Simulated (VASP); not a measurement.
# Fe (Im-3m) in VASP: notebook, part 2 of 2

VASP 6.6.1. The steps go on from the part before.

**3. Single point, PBE, collinear spin, ferromagnetic start**

File INCAR:

```
SYSTEM = Fe
ALGO = Normal
EDIFF = 1E-7
ENCUT = 520
GGA = PE
ISIF = 2
ISMEAR = -1
ISPIN = 2
LASPH = .True.
LCHARG = .False.
LMAXMIX = 4
LORBIT = 11
LREAL = .False.
LWAVE = .False.
MAGMOM = 2.2
NBANDS = 14
NELM = 150
PREC = Accurate
SIGMA = 0.05
```

File KPOINTS:

```
k-points
0
Gamma
  13 13 13
  0 0 0
```

File POSCAR:

```
Fe
1.0
   -1.3935430000      1.3935430000      1.3935430000
    1.3935430000     -1.3935430000      1.3935430000
    1.3935430000      1.3935430000     -1.3935430000
Fe
1
Direct
    0.0000000000      0.0000000000      0.0000000000
```

Potentials or basis: VASP PAW PBE potentials, release 64 (Fe).

On the command line:

```sh
cat potpaw_PBE.64/Fe/POTCAR > POTCAR
mpirun -np 1 vasp_std > vasp.out
```

OUTCAR:

```text
SYSTEM = Fe
   EDIFF = 1E-7
   ENCUT = 520
   GGA = PE
   ISIF = 2
   ISMEAR = -1
   ISPIN = 2
   LASPH = .True.
   LORBIT = 11
   LREAL = .False.
   NELM = 150
   PREC = Accurate

 ion  position               nearest neighbor table
   1  0.000  0.000  0.000-

  LATTYP: Found a body centered cubic cell.
 ALAT       =     2.7870860000

  Lattice vectors:

 A1 = (  -1.3935430000,   1.3935430000,   1.3935430000)
 A2 = (   1.3935430000,  -1.3935430000,   1.3935430000)
 A3 = (   1.3935430000,   1.3935430000,  -1.3935430000)

Analysis of symmetry for initial positions (statically):
=====================================================================
 Subroutine PRICEL returns:
 Original cell was already a primitive cell.

 Routine SETGRP: Setting up the symmetry group for a
 body centered cubic supercell.

 Subroutine GETGRP returns: Found 48 space group operations
 (whereof 48 operations were pure point group operations)
 out of a pool of 48 trial point group operations.

The static configuration has the point symmetry O_h .

Analysis of symmetry for dynamics (positions and initial velocities):
=====================================================================
 Subroutine PRICEL returns:
 Original cell was already a primitive cell.

 Routine SETGRP: Setting up the symmetry group for a
 body centered cubic supercell.

 Subroutine GETGRP returns: Found 48 space group operations
 (whereof 48 operations were pure point group operations)
 out of a pool of 48 trial point group operations.

The dynamic configuration has the point symmetry O_h .

Analysis of structural, dynamic, and magnetic symmetry:
=====================================================================
 Subroutine PRICEL returns:
 Original cell was already a primitive cell.

 Routine SETGRP: Setting up the symmetry group for a
 body centered cubic supercell.

 Subroutine GETGRP returns: Found 48 space group operations
 (whereof 48 operations were pure point group operations)
[... 152 lines left out ...]
 fundamental gap:      0.0358791811
 Fermi energy:         6.3862432590

 spin component 1

 k-point     1 :       0.0000    0.0000    0.0000
  band No.  band energies     occupation
      1      -2.3839      1.00000
      2       3.9671      1.00000
      3       3.9671      1.00000
      4       3.9671      1.00000
      5       5.2560      1.00000
      6       5.2561      1.00000
      7      31.8298      0.00000
      8      31.8298      0.00000
      9      31.8298      0.00000
     10      37.2316      0.00000
     11      37.2316      0.00000
     12      39.8402      0.00000
     13      39.8402      0.00000
     14      39.8402      0.00000
[... 379 lines left out ...]
      3       3.5008      1.00000
      4       5.2169      1.00000
      5       5.3759      1.00000
      6       6.5853      0.01833
      7      20.2775      0.00000
      8      24.3146      0.00000
      9      26.5597      0.00000
     10      33.7670      0.00000
     11      38.2612      0.00000
     12      40.3772      0.00000
     13      42.3697      0.00000
     14      45.9454      0.00000

 [... further k-points ...]

 spin component 2

 k-point     1 :       0.0000    0.0000    0.0000
  band No.  band energies     occupation
      1      -2.2136      1.00000
      2       5.7404      1.00000
      3       5.7405      1.00000
      4       5.7405      1.00000
      5       7.9343      0.00000
      6       7.9345      0.00000
      7      31.6025      0.00000
      8      31.6025      0.00000
      9      31.6025      0.00000
     10      37.4599      0.00000
     11      37.4599      0.00000
     12      40.4574      0.00000
     13      40.4574      0.00000
     14      40.4575      0.00000
[... 379 lines left out ...]
      3       4.9650      1.00000
      4       7.7241      0.00000
      5       8.0688      0.00000
      6       8.4070      0.00000
      7      21.0033      0.00000
      8      24.6937      0.00000
      9      27.2356      0.00000
     10      33.7938      0.00000
     11      38.8119      0.00000
     12      40.6206      0.00000
     13      42.6797      0.00000
     14      46.4568      0.00000

 [... further k-points ...]
[... 5 lines left out ...]
  --------------------------------------------------------------------------------------
  -------------------------------------------------------------------------------------
  Total        0.6377887      0.6377887      0.6377887      0.0000000      0.0000000     -0.0000000
  in kB       94.3987531     94.3987531     94.3987531      0.0000000      0.0000000     -0.0000000
  external PRESSURE =      94.3987531 kB  Pullay stress =       0.0000000 kB

 VOLUME and BASIS-vectors are now :
 -----------------------------------------------------------------------------
  energy-cutoff  :      520.00
  volume of cell :       10.82
      direct lattice vectors                 reciprocal lattice vectors
    -1.393543000  1.393543000  1.393543000     0.000000000  0.358797683  0.358797683
     1.393543000 -1.393543000  1.393543000     0.358797683  0.000000000  0.358797683
     1.393543000  1.393543000 -1.393543000     0.358797683  0.358797683  0.000000000

 POSITION                                       TOTAL-FORCE (eV/Angst)
 -----------------------------------------------------------------------------------
      0.00000      0.00000      0.00000         0.000000      0.000000     -0.000000
 -----------------------------------------------------------------------------------
    total drift:                                0.000000     -0.000000      0.000000

  FREE ENERGIE OF THE ION-ELECTRON SYSTEM (eV)
  ---------------------------------------------------
  free  energy   TOTEN  =        -8.2313027315 eV

  energy  without entropy=       -8.2229261251  energy(sigma->0) =       -8.22711443

 total charge

# of ion       s       p       d       tot
------------------------------------------
    1        0.509   0.585   6.279   7.374

 magnetization (x)

# of ion       s       p       d       tot
------------------------------------------
    1       -0.013  -0.056   2.133   2.064
```

OSZICAR:

```text
N       E                     dE             d eps       ncg     rms          rms(c)
DAV:   1     0.207292908374E+02    0.20729E+02   -0.38406E+03  5270   0.707E+02
DAV:   2    -0.840748329354E+01   -0.29137E+02   -0.26828E+02  5136   0.128E+02
DAV:   3    -0.925364636512E+01   -0.84616E+00   -0.84238E+00  5832   0.227E+01
DAV:   4    -0.925637750402E+01   -0.27311E-02   -0.27309E-02  5424   0.116E+00
DAV:   5    -0.925638943832E+01   -0.11934E-04   -0.11935E-04  5790   0.777E-02    0.120E+01
DAV:   6    -0.829750894947E+01    0.95888E+00   -0.94586E+00  5994   0.363E+01    0.499E+00
DAV:   7    -0.824648796849E+01    0.51021E-01   -0.50355E-01  5850   0.809E+00    0.319E+00
DAV:   8    -0.823871879003E+01    0.77692E-02   -0.64993E-03  5592   0.462E-01    0.146E+00
DAV:   9    -0.823124956579E+01    0.74692E-02   -0.56234E-03  6326   0.364E-01    0.321E-01
DAV:  10    -0.823130703059E+01   -0.57465E-04   -0.95691E-04  5434   0.234E-01    0.103E-01
DAV:  11    -0.823130214947E+01    0.48811E-05   -0.65632E-05  5508   0.829E-02    0.294E-02
DAV:  12    -0.823130181112E+01    0.33835E-06   -0.28965E-06  5688   0.209E-02    0.904E-03
DAV:  13    -0.823130280736E+01   -0.99624E-06   -0.13980E-06  5436   0.124E-02    0.237E-03
DAV:  14    -0.823130273148E+01    0.75882E-07   -0.63252E-08  3754   0.247E-03
   1 F= -.82313027E+01 E0= -.82271144E+01  d E =-.837661E-02  mag=     2.0746
```

Wall time 25 s (1 thread of AMD EPYC 7R43 (Zen 3), shared host); peak memory 0.1 GiB.

What came out:

```yaml
Free_energy: -8.2313 eV
Pressure: 9.4 GPa
Net_moment: 2.07 μB per cell
Site_moments: Fe +2.06 μB
Valence_electrons_inside_the_program's_atomic_spheres: Fe 7.37
```

Levels at points of the mesh, in eV from the Fermi level:
Spin up:
```csv
k point,band 1,band 2,band 3,band 4,band 5,band 6,band 7,band 8,band 9,band 10
"(0.00, 0.00, 0.00)",-8.77,-2.42,-2.42,-2.42,-1.13,-1.13,25.44,25.44,25.44,30.85
```
Spin down:
```tsv
k point	band 1	band 2	band 3	band 4	band 5	band 6	band 7	band 8
(0.00, 0.00, 0.00)	-8.60	-0.65	-0.65	-0.65	1.55	1.55	25.22	25.22
```

**4. Single point, r2SCAN, collinear spin, ferromagnetic start**

POSCAR is that of step 3.

File INCAR.step1:

```
SYSTEM = Fe
  ALGO = Normal
  EDIFF = 1E-4
  ENCUT = 520
  GGA = PE
  ISMEAR = -1
  ISPIN = 2
  LASPH = .True.
  LCHARG = .False.
  LMAXMIX = 4
  LREAL = .False.
  LWAVE = .True.
  MAGMOM = 2.2
  NBANDS = 14
  NELM = 150
  PREC = Accurate
  SIGMA = 0.05
```

File INCAR.step2:

```
SYSTEM = Fe
  ALGO = Normal
  EDIFF = 1E-6
  ENCUT = 520
  ISIF = 2
  ISMEAR = -1
  ISPIN = 2
  ISTART = 1
  LASPH = .True.
  LCHARG = .False.
  LMAXMIX = 4
  LMIXTAU = .True.
  LORBIT = 11
  LREAL = .False.
  LWAVE = .False.
  MAGMOM = 2.2
  METAGGA = R2SCAN
  NBANDS = 14
  NELM = 150
  PREC = Accurate
  SIGMA = 0.05
```

KPOINTS is that of step 3.

Potentials or basis: VASP PAW PBE potentials, release 64 (Fe).

On the command line:

```sh
cat potpaw_PBE.64/Fe/POTCAR > POTCAR
cp INCAR.step1 INCAR
mpirun -np 1 vasp_std > vasp.out
cp INCAR.step2 INCAR
mpirun -np 1 vasp_std > vasp.out
```

OUTCAR:

```text
SYSTEM = Fe
   EDIFF = 1E-6
   ENCUT = 520
   ISIF = 2
   ISMEAR = -1
   ISPIN = 2
   ISTART = 1
   LASPH = .True.
   LORBIT = 11
   LREAL = .False.
   METAGGA = R2SCAN
   NELM = 150
   PREC = Accurate

 ion  position               nearest neighbor table
   1  0.000  0.000  0.000-

  LATTYP: Found a body centered cubic cell.
 ALAT       =     2.7870860000

  Lattice vectors:

[... 1017 lines left out ...]
     14      48.7157      0.00000

 [... further k-points ...]
[... 5 lines left out ...]
  --------------------------------------------------------------------------------------
  -------------------------------------------------------------------------------------
  Total        1.2662264      1.2662264      1.2662264     -0.0000000      0.0000000     -0.0000000
  in kB      187.4134894    187.4134894    187.4134894     -0.0000000      0.0000000     -0.0000000
  external PRESSURE =     187.4134894 kB  Pullay stress =       0.0000000 kB

 VOLUME and BASIS-vectors are now :
 -----------------------------------------------------------------------------
  energy-cutoff  :      520.00
  volume of cell :       10.82
      direct lattice vectors                 reciprocal lattice vectors
    -1.393543000  1.393543000  1.393543000     0.000000000  0.358797683  0.358797683
     1.393543000 -1.393543000  1.393543000     0.358797683  0.000000000  0.358797683
     1.393543000  1.393543000 -1.393543000     0.358797683  0.358797683  0.000000000

 POSITION                                       TOTAL-FORCE (eV/Angst)
 -----------------------------------------------------------------------------------
      0.00000      0.00000      0.00000        -0.000000     -0.000000     -0.000000
 -----------------------------------------------------------------------------------
    total drift:                                0.000000     -0.000000      0.000000

  FREE ENERGIE OF THE ION-ELECTRON SYSTEM (eV)
  ---------------------------------------------------
  free  energy   TOTEN  =       -14.3150658230 eV

  energy  without entropy=      -14.3093720588  energy(sigma->0) =      -14.31221894

 total charge

# of ion       s       p       d       tot
------------------------------------------
    1        0.514   0.621   6.247   7.382

 magnetization (x)

# of ion       s       p       d       tot
------------------------------------------
    1       -0.013  -0.114   2.752   2.625
```

OUTCAR.step1:

```text
SYSTEM = Fe
   EDIFF = 1E-4
   ENCUT = 520
   GGA = PE
   ISMEAR = -1
   ISPIN = 2
   LASPH = .True.
[... 1053 lines left out ...]
 -----------------------------------------------------------------------------------
      0.00000      0.00000      0.00000         0.000000      0.000000      0.000000
 -----------------------------------------------------------------------------------
    total drift:                                0.000000     -0.000000      0.000000

  FREE ENERGIE OF THE ION-ELECTRON SYSTEM (eV)
  ---------------------------------------------------
  free  energy   TOTEN  =        -8.2313070146 eV

  energy  without entropy=       -8.2229046679  energy(sigma->0) =       -8.22710584
```

OSZICAR.step1:

```text
N       E                     dE             d eps       ncg     rms          rms(c)
DAV:   1     0.207292908374E+02    0.20729E+02   -0.38406E+03  5270   0.707E+02
DAV:   2    -0.840748329354E+01   -0.29137E+02   -0.26828E+02  5136   0.128E+02
DAV:   3    -0.925364636512E+01   -0.84616E+00   -0.84238E+00  5832   0.227E+01
DAV:   4    -0.925637750402E+01   -0.27311E-02   -0.27309E-02  5424   0.116E+00
DAV:   5    -0.925638936050E+01   -0.11856E-04   -0.11857E-04  5582   0.777E-02    0.120E+01
DAV:   6    -0.829751103023E+01    0.95888E+00   -0.94588E+00  5994   0.363E+01    0.499E+00
DAV:   7    -0.824648812515E+01    0.51023E-01   -0.50356E-01  5850   0.809E+00    0.319E+00
DAV:   8    -0.823871893071E+01    0.77692E-02   -0.64987E-03  5592   0.462E-01    0.146E+00
DAV:   9    -0.823124959234E+01    0.74693E-02   -0.56234E-03  6326   0.364E-01    0.321E-01
DAV:  10    -0.823130701460E+01   -0.57422E-04   -0.95668E-04  5338   0.234E-01
   1 F= -.82313070E+01 E0= -.82271058E+01  d E =-.840235E-02  mag=     2.0745
```

Run time: 2 min. Hardware: 1 thread of AMD EPYC 7R43 (Zen 3), shared host; peak memory 0.1 GiB.

Results:

* Free energy: -14.3151 eV
* Pressure: 18.7 GPa
* Net moment: 2.59 μB per cell
* Site moments: Fe +2.62 μB
* Valence electrons inside the program's atomic spheres: Fe 7.38

Caveat: the PAW data sets were made with another functional, which shifts forces and pressure a little.

**5. The runs side by side**

```tsv
level	gap on the mesh (eV)	pressure (GPa)	moment (μB)
PBEsol	none	-0.7	2.07
PBE	none	9.4	2.07
r2SCAN	none	18.7	2.59
```

Alike in all rows: task single point; potentials or basis VASP PAW PBE potentials, release 64 (Fe); spin collinear, ferromagnetic start; cell as given; k mesh 13 × 13 × 13; cutoff (eV) 520; smearing fermi-dirac 0.05 eV.

Every run on the cell as given and a fine mesh finds a metal. The pressure there spans -0.7 GPa (PBEsol) to 18.7 GPa (r2SCAN); a positive pressure means that this level wants a larger cell, a negative one a smaller.

Caveats: the PAW data sets were made with another functional, which shifts forces and pressure a little (some runs).

Total energies depend on the potentials used, so only differences within one code and one set of settings carry meaning.
